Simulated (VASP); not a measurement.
Set up this calculation in VASP 6.6.1, as the native input.

```yaml
Task: single point
Functional: PBE
Potentials_or_basis: VASP PAW PBE potentials, release 64 (Li_sv, Os)
Cutoff: 520 eV
k_mesh: 18 × 18 × 4
Occupations: gaussian, width 0.1 eV
Spin: no spin polarisation
Dipole_correction: no
Further_INCAR_settings: ALGO = Normal; EDIFF = 1e-07; NBANDS = 20
```

The structure of Li5Os lies in POSCAR:

```
Li5Os
1.0
    2.7204882467      0.0000000000      0.0000000000
   -1.3602441233      2.3560119323      0.0000000000
    0.0000000000      0.0000000000     14.8022676119
Li Os
5 1
Direct
    0.0000000000      0.0000000000      0.6728119766
    0.3333333333      0.6666666667      0.8512041504
    0.3333333333      0.6666666667      0.1487958496
    0.0000000000      0.0000000000      0.3271880234
    0.6666666667      0.3333333333      0.5000000000
    0.6666666667      0.3333333333      0.0000000000
```

One way to write it, as run:

INCAR

```
PREC = Accurate ; ENCUT = 520
EDIFF = 1E-7 ; ISMEAR = 0
SIGMA = 0.1 ; LREAL = False
LASPH = True ; NELM = 100
ALGO = Normal ; ISIF = 2
LWAVE = False ; LCHARG = False
GGA = PE ; NBANDS = 20
```

KPOINTS

```
regular mesh
0
Gamma
  18 18 4
```

Potentials or basis: VASP PAW PBE potentials, release 64 (Li_sv, Os).

Command:

```console
$ cat potpaw_PBE.64/Li_sv/POTCAR potpaw_PBE.64/Os/POTCAR > POTCAR
$ mpirun -np 1 vasp_std > vasp.out
```

It gave:

The largest force is 0.013 eV/Å.

Run time: 2.1 min on 1 thread of Intel(R) Xeon(R) 6975P-C (Granite Rapids), with other jobs on the host, peak memory 0.32 GiB.
